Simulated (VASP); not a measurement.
# ScAl (Pm-3m) in VASP: a series of runs, part 2 of 2

VASP 6.6.1.

**4. Relaxation of the atoms, LDA**

This run uses another cell than the first one, of 7.66 Å³/atom.

The input, INCAR:

```
  PREC = Accurate
  ENCUT = 520
  EDIFF = 1E-6
  ISMEAR = -1
  SIGMA = 0.05
  LREAL = F
  LASPH = T
  NELM = 100
  ALGO = Normal
  ISIF = 2
  LWAVE = F
  LCHARG = F
  GGA = CA
  IBRION = 2
  NSW = 50
  EDIFFG = -0.01
```

The input, KPOINTS:

```
regular mesh
0
Gamma
  11 11 11
```

The input, POSCAR:

```
ScAl
1.0
    2.4832943534      0.0000000000      0.0000000000
    0.0000000000      2.4832943534      0.0000000000
    0.0000000000      0.0000000000      2.4832943534
Sc Al
1 1
Direct
    0.5000000000      0.5000000000      0.5000000000
    0.0000000000      0.0000000000      0.0000000000
```

Potentials or basis: VASP PAW LDA potentials, release 64 (Sc_sv, Al).

Run with:

```console
$ cat potpaw_LDA.64/Sc_sv/POTCAR potpaw_LDA.64/Al/POTCAR > POTCAR
$ mpirun -np 1 vasp_std > vasp.out
```

OUTCAR:

```text
PREC = Accurate
   ENCUT = 520
   EDIFF = 1E-6
   ISMEAR = -1
   LREAL = F
   LASPH = T
   NELM = 100
   ISIF = 2
   GGA = CA
   IBRION = 2
   NSW = 50
   EDIFFG = -0.01

 ion  position               nearest neighbor table
   1  0.500  0.500  0.500-   2 2.15   2 2.15   2 2.15   2 2.15   2 2.15   2 2.15   2 2.15   2 2.15

   2  0.000  0.000  0.000-   1 2.15   1 2.15   1 2.15   1 2.15   1 2.15   1 2.15   1 2.15   1 2.15

  LATTYP: Found a simple cubic cell.
 ALAT       =     2.4832943534

  Lattice vectors:

 A1 = (   2.4832943534,   0.0000000000,   0.0000000000)
 A2 = (   0.0000000000,   2.4832943534,   0.0000000000)
 A3 = (   0.0000000000,   0.0000000000,   2.4832943534)

Analysis of symmetry for initial positions (statically):
=====================================================================
 Subroutine PRICEL returns:
 Original cell was already a primitive cell.

 Routine SETGRP: Setting up the symmetry group for a
 simple cubic supercell.

 Subroutine GETGRP returns: Found 48 space group operations
 (whereof 48 operations were pure point group operations)
 out of a pool of 48 trial point group operations.

The static configuration has the point symmetry O_h .

Analysis of symmetry for dynamics (positions and initial velocities):
=====================================================================
 Subroutine PRICEL returns:
 Original cell was already a primitive cell.

 Routine SETGRP: Setting up the symmetry group for a
 simple cubic supercell.

 Subroutine GETGRP returns: Found 48 space group operations
 (whereof 48 operations were pure point group operations)
 out of a pool of 48 trial point group operations.

The dynamic configuration has the point symmetry O_h .

 Subroutine INISYM returns: Found 48 space group operations
 (whereof 48 operations are pure point group operations),
 and found     1 'primitive' translations

----------------------------------------------------------------------------------------

                                     Primitive cell

  volume of cell :      15.3139

  direct lattice vectors                    reciprocal lattice vectors
     2.483294353  0.000000000  0.000000000     0.402690885  0.000000000  0.000000000
     0.000000000  2.483294353  0.000000000     0.000000000  0.402690885  0.000000000
     0.000000000  0.000000000  2.483294353     0.000000000  0.000000000  0.402690885

  length of vectors
     2.483294353  2.483294353  2.483294353     0.402690885  0.402690885  0.402690885

  position of ions in fractional coordinates (direct lattice)
     0.500000000  0.500000000  0.500000000
     0.000000000  0.000000000  0.000000000

  ion indices of the primitive-cell ions
   primitive index   ion index
                 1           1
                 2           2

----------------------------------------------------------------------------------------

 KPOINTS: regular mesh

Automatic generation of k-mesh.
 Grid dimensions read from file:
 generate k-points for:   11   11   11

 Generating k-lattice:

  Cartesian coordinates                     Fractional coordinates (reciprocal lattice)
     0.036608262  0.000000000  0.000000000     0.090909091  0.000000000  0.000000000
     0.000000000  0.036608262  0.000000000     0.000000000  0.090909091  0.000000000
     0.000000000  0.000000000  0.036608262     0.000000000  0.000000000  0.090909091
[... 40 lines left out ...]
   number of dos      NEDOS =    301   number of ions     NIONS =      2
   total plane-waves  NPLWV =   5832
   dimension x,y,z NGX =    18 NGY =   18 NGZ =   18
   dimension x,y,z NGXF=    36 NGYF=   36 NGZF=   36
   ions per type =               1   1
   NGX,Y,Z   is equivalent  to a cutoff of  12.05, 12.05, 12.05 a.u.
   NGXF,Y,Z  is equivalent  to a cutoff of  24.10, 24.10, 24.10 a.u.
 SYSTEM =  unknown system
   PREC   = accura    normal or accurate (medium, high low for compatibility)
   ISTART =      0    job   : 0-new  1-cont  2-samecut
   ICHARG =      2    charge: 1-file 2-atom 10-const
   ISPIN  =      1    spin polarized calculation?
   LNONCOLLINEAR =      F non collinear calculations
   LSORBIT =      F    spin-orbit coupling
   LASPH  =      T    aspherical Exc in radial PAW
   ENCUT  =  520.0 eV  38.22 Ry    6.18 a.u.   4.62  4.62  4.62*2*pi/ulx,y,z
   NELM   =    100;   NELMIN=  2; NELMDL= -5     # of ELM steps
   EDIFF  = 0.1E-05   stopping-criterion for ELM
   LREAL  =      F    real-space projection
   EDIFFG = -.1E-01   stopping-criterion for IOM
   NSW    =     50    number of steps for IOM
   IBRION =      2    ionic relax: 0-MD 1-quasi-New 2-CG
   NFREE  =      1    steps in history (QN), initial steepest desc. (CG)
   ISIF   =      2    stress and relaxation
   ISYM   =      2    0-nonsym 1-usesym 2-fastsym
   POTIM  = 0.5000    time-step for ionic-motion
   TEBEG  =    0.0;   TEEND  =   0.0 temperature during run
   PSTRESS=    0.0 pullay stress
   NELECT =      14.0000    total number of electrons
   NUPDOWN=      -1.0000    fix difference up-down
   EMIN   =  10.00;   EMAX   =-10.00  energy-range for DOS
   EFERMI =   0.00;   METHOD = LEGACY
   ISMEAR =    -1;   SIGMA  =   0.05  broadening in eV -4-tet -1-fermi 0-gaus
   EFERMI_NEDOS =   21; number of points for ismear=-14 and -15
   IALGO  =     38    algorithm
   IMIX   =      4    mixing-type and parameters
     AMIX     =   0.40;   BMIX     =  1.00
     AMIX_MAG =   1.60;   BMIX_MAG =  1.00
  volume/ion in A,a.u.               =       7.66        51.67
  Fermi-wavevector in a.u.,A,eV,Ry     =   1.588873  3.002535 34.348164  2.524519
  Thomas-Fermi vector in A             =   2.687810
   LORBIT       =      0    0 simple, 1 ext, 2 COOP (PROOUT), +10 PAW based schemes
   GGA     = CA    functional components
   LHFCALC =     F    Hartree Fock is set to
   AEXX    =    0.0000 exact exchange contribution
   IVDW    =     0    specifies the selected vdW correction
   LEPSILON=     F    determine dielectric tensor
   LRPA    =     F    only Hartree local field effects (RPA)
 conjugate gradient relaxation of ions
 non-spin polarized calculation
  energy-cutoff  :      520.00
  volume of cell :       15.31
 maximum number of plane-waves:       437
   NGX =  9   NGY =  9   NGZ =  9

 number of electron      13.9999995 magnetization

 Free energy of the ion-electron system (eV)
  ---------------------------------------------------
  ext. energy  EPLUGINS =         0.00000000
  ---------------------------------------------------
  free energy    TOTEN  =        -0.10245373 eV

  energy without entropy =       -0.09832294  energy(sigma->0) =       -0.10038834

 E-fermi :  15.9564     XC(G=0): -14.9147

 val. band max:       15.9276289509   @ k =   0.4545   0.0909   0.0909
 cond. band min:      16.4076953230   @ k =   0.4545   0.2727   0.0000
 fundamental gap:      0.4800663721
 Fermi energy:        15.9564438502

 k-point     1 :       0.0000    0.0000    0.0000
  band No.  band energies     occupation
      1     -31.8258      2.00000
      2      -9.6083      2.00000
      3      -9.6083      2.00000
      4      -9.6083      2.00000
      5       5.9512      2.00000
      6      11.8800      2.00000
      7      11.8800      2.00000
      8      21.6547      0.00000
      9      21.6547      0.00000
     10      21.6547      0.00000
     11      27.3096      0.00000
[... 309 lines left out ...]
 k-point    24 :       0.2727    0.0909    0.0909
  band No.  band energies     occupation
      1     -31.4212      2.00000
      2     -11.4593      2.00000
      3      -9.7121      2.00000
      4      -9.6648      2.00000
      5       8.6845      2.00000
      6      13.4984      2.00000
      7      13.6022      2.00000
      8      17.8621      0.00000
      9      18.4173      0.00000
     10      20.9388      0.00000
     11      25.4354      0.00000

 [... further k-points ...]

------------------------ aborting loop because EDIFF is reached ----------------------------------------

  FORCE on cell =-STRESS in cart. coord.  units (eV):
  Direction    XX          YY          ZZ          XY          YZ          ZX
  --------------------------------------------------------------------------------------
  -------------------------------------------------------------------------------------
  Total       32.1950024     32.1950024     32.1950024      0.0000000      0.0000000      0.0000000
  in kB     3368.3285053   3368.3285053   3368.3285053      0.0000000      0.0000000      0.0000000
  external PRESSURE =    3368.3285053 kB  Pullay stress =       0.0000000 kB

 VOLUME and BASIS-vectors are now :
 -----------------------------------------------------------------------------
  energy-cutoff  :      520.00
  volume of cell :       15.31
      direct lattice vectors                 reciprocal lattice vectors
     2.483294353  0.000000000  0.000000000     0.402690885  0.000000000  0.000000000
     0.000000000  2.483294353  0.000000000     0.000000000  0.402690885  0.000000000
     0.000000000  0.000000000  2.483294353     0.000000000  0.000000000  0.402690885

 POSITION                                       TOTAL-FORCE (eV/Angst)
 -----------------------------------------------------------------------------------
      1.24165      1.24165      1.24165         0.000000      0.000000      0.000000
      0.00000      0.00000      0.00000         0.000000      0.000000      0.000000
 -----------------------------------------------------------------------------------
    total drift:                                0.000000     -0.000000      0.000000

  FREE ENERGIE OF THE ION-ELECTRON SYSTEM (eV)
  ---------------------------------------------------
  free  energy   TOTEN  =        -0.1024537345 eV

  energy  without entropy=       -0.0983229409  energy(sigma->0) =       -0.10038834

 reached required accuracy - stopping structural energy minimisation
```

It took 13 s on 1 thread of Intel Xeon 8259CL, shared host; peak memory 0.12 GiB.

Results:

- Free energy: -0.1025 eV
- Pressure after relaxing: 336.8 GPa
- Band gap on the k mesh: zero (bands 7 and 8 overlap by 1.46 eV)

Final structure:
```cif
data_structure
_symmetry_space_group_name_H-M 'P 1'
_symmetry_Int_Tables_number 1
_cell_length_a 2.4833
_cell_length_b 2.4833
_cell_length_c 2.4833
_cell_angle_alpha 90.000
_cell_angle_beta 90.000
_cell_angle_gamma 90.000
_cell_volume 15.31
loop_
_atom_site_label
_atom_site_type_symbol
_atom_site_fract_x
_atom_site_fract_y
_atom_site_fract_z
_atom_site_occupancy
Sc1 Sc 0.50000 0.50000 0.50000 1
Al1 Al 0.00000 0.00000 0.00000 1
```

Caveat: the relaxation stopped at its first step, so nothing moved.

**5. Relaxation of the atoms, LDA**

This run uses another cell than the first one, of 8.61 Å³/atom.

The input, INCAR:

```
  ALGO = Normal
  EDIFF = 1E-7
  EDIFFG = -0.01
  ENCUT = 520
  GGA = CA
  IBRION = 2
  ISIF = 2
  ISMEAR = -1
  LASPH = T
  LCHARG = F
  LREAL = F
  LWAVE = F
  NELM = 80
  NSW = 50
  PREC = Accurate
  SIGMA = 0.05
```

The input, KPOINTS:

```
k-points
0
Gamma
  11 11 11
```

The input, POSCAR:

```
ScAl
1.0
    2.5827302062      0.0000000000      0.0000000000
    0.0000000000      2.5827302062      0.0000000000
    0.0000000000      0.0000000000      2.5827302062
Sc Al
1 1
Direct
    0.5000000000      0.5000000000      0.5000000000
    0.0000000000      0.0000000000      0.0000000000
```

Run with:

```console
$ cat potpaw_LDA.64/Sc_sv/POTCAR potpaw_LDA.64/Al/POTCAR > POTCAR
$ mpirun -np 1 vasp_std > vasp.out
```

Wall time 17 s (1 thread of Intel Xeon 8259CL, shared host); peak memory 0.13 GiB.

It converged, with:

- Free energy: -3.5283 eV
- Pressure after relaxing: 243.1 GPa
- Band gap on the k mesh: zero (bands 7 and 8 overlap by 0.65 eV)

Final structure:
```
Sc Al
1.0
     2.58273    0.00000    0.00000
     0.00000    2.58273    0.00000
     0.00000    0.00000    2.58273
Sc Al
1 1
Cartesian
  1.2914 1.2914 1.2914
  0.0000 0.0000 0.0000
```

Levels at points of the mesh, in eV from the Fermi level:
| k point | band 3 | band 4 | band 5 | band 6 | band 7 | band 8 | band 9 | band 10 | band 11 |
| --- | --- | --- | --- | --- | --- | --- | --- | --- | --- |
| (0.00, 0.00, 0.00) | -25.81 | -25.81 | -10.31 | -3.41 | -3.41 | 5.24 | 5.24 | 5.24 | 9.76 |

Caveat: the relaxation stopped at its first step, so nothing moved.

**6. Relaxation of the atoms, LDA**

This run uses another cell than the first one, of 16.27 Å³/atom.

The input, INCAR:

```
ALGO     = Normal         # electronic algorithm
EDIFF    = 1E-6           # SCF threshold, eV
EDIFFG   = -0.01          # ionic threshold
ENCUT    = 520            # plane-wave cutoff, eV
GGA      = CA             # functional
IBRION   = 2              # ionic algorithm
ISIF     = 2              # what is computed and relaxed
ISMEAR   = -1             # smearing method
LASPH    = True           # aspherical terms in the spheres
LCHARG   = False          # write CHGCAR
LREAL    = False          # projectors in reciprocal space
LWAVE    = False          # write WAVECAR
NELM     = 100            # most SCF steps
NSW      = 50             # ionic steps
PREC     = Accurate       # precision mode
SIGMA    = 0.05           # smearing width, eV
```

KPOINTS is that of step 5.

The input, POSCAR:

```
ScAl
1.0
    3.1926245275      0.0000000000      0.0000000000
    0.0000000000      3.1926245275      0.0000000000
    0.0000000000      0.0000000000      3.1926245275
Sc Al
1 1
Direct
    0.5000000000      0.5000000000      0.5000000000
    0.0000000000      0.0000000000      0.0000000000
```

Potentials or basis: VASP PAW LDA potentials, release 64 (Sc_sv, Al).

Run with:

```console
$ cat potpaw_LDA.64/Sc_sv/POTCAR potpaw_LDA.64/Al/POTCAR > POTCAR
$ mpirun -np 1 vasp_std > vasp.out
```

Wall time 23 s (1 thread of Intel Xeon 8259CL, shared host); peak memory 0.14 GiB.

It converged, with:

```yaml
Free_energy: -11.7670 eV
Pressure_after_relaxing: 11.7 GPa
Band_gap_on_the_k_mesh: zero (bands 7 and 8 overlap by 0.70 eV)
```

Final structure:
```cif
data_structure
_symmetry_space_group_name_H-M 'P 1'
_symmetry_Int_Tables_number 1
_cell_length_a 3.1926
_cell_length_b 3.1926
_cell_length_c 3.1926
_cell_angle_alpha 90.000
_cell_angle_beta 90.000
_cell_angle_gamma 90.000
_cell_volume 32.54
loop_
_atom_site_label
_atom_site_type_symbol
_atom_site_fract_x
_atom_site_fract_y
_atom_site_fract_z
_atom_site_occupancy
Sc1 Sc 0.50000 0.50000 0.50000 1
Al1 Al 0.00000 0.00000 0.00000 1
```

Levels at points of the mesh, in eV from the Fermi level:
| k point | band 4 | band 5 | band 6 | band 7 | band 8 | band 9 | band 10 | band 11 |
| --- | --- | --- | --- | --- | --- | --- | --- | --- |
| (0.00, 0.00, 0.00) | -27.30 | -9.00 | -0.97 | -0.97 | 3.16 | 3.16 | 3.16 | 4.52 |

Caveat: the relaxation stopped at its first step, so nothing moved.

**7. The runs side by side**

```csv
task,cell,gap on the mesh (eV),pressure (GPa)
single point,"a = 3.370 Å, 2 atoms",none,-4.1
relaxation of the atoms,"atoms relaxed from a = 2.483 Å, 2 atoms",none,336.8
relaxation of the atoms,"atoms relaxed from a = 2.583 Å, 2 atoms",none,243.1
relaxation of the atoms,"atoms relaxed from a = 3.193 Å, 2 atoms",none,11.7
```

Alike in all rows: level LDA; potentials or basis VASP PAW LDA potentials, release 64 (Sc_sv, Al); no spin polarisation; k mesh 11 × 11 × 11; cutoff (eV) 520; smearing fermi-dirac 0.05 eV.

Caveats: the relaxation stopped at its first step, so nothing moved (at least some runs); the cell stands under tension (at least some runs).

Absolute energies hang on the potentials; compare differences alone.
